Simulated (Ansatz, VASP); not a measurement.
**Two plane-wave programs on TaAs**

```
CELL_PARAMETERS angstrom
-1.72181 1.72181 5.86794
1.72181 -1.72181 5.86794
1.72181 1.72181 -5.86794
ATOMIC_POSITIONS crystal
Ta 0.49997 0.49997 0.00000
Ta 0.24997 0.74997 0.50000
As 0.08263 0.08263 0.00000
As 0.83263 0.33263 0.50000
```

Alike in both runs: functional PBEsol; k mesh 11 × 11 × 11; occupations fermi-dirac, width 0.05 eV; no spin polarisation; Hubbard terms Ta d U = 5.0 eV.

```csv
,VASP,Ansatz
version,VASP 6.6.1,Ansatz 0.2.0
potentials or method,"VASP PAW PBE potentials, release 64 (Ta_pv, As)",Ansatz PAW
plane-wave cutoff (eV),520,420
valence electrons in the cell,32,56
task,single point,band structure
```

|  | VASP | Ansatz | Ansatz less VASP |
| --- | --- | --- | --- |
| gap on the k mesh at the Fermi level (eV) | none | none | - |
| pressure (GPa) | 4.9 | -0.9 | -5.88 |
| traceless stress, the component that is largest in VASP (GPa) | -0.95 | -0.18 | +0.774 |
| rms of the force components (eV/Å) | 0.014 | 0.002 | -0.0126 |

VASP's potentials were made for PBE, not for PBEsol. The programs project onto different local orbitals, so the same U acts differently, and such runs can settle in different states. Atom by atom the forces differ by 0.013 eV/Å (rms over components). A gap of «none» marks a metal or a gap that the smearing closes. VASP's potentials hold 32 valence electrons a cell and Ansatz's 56, so a difference there can come from the potentials and not from the codes.

Neither program's run includes spin-orbit coupling.
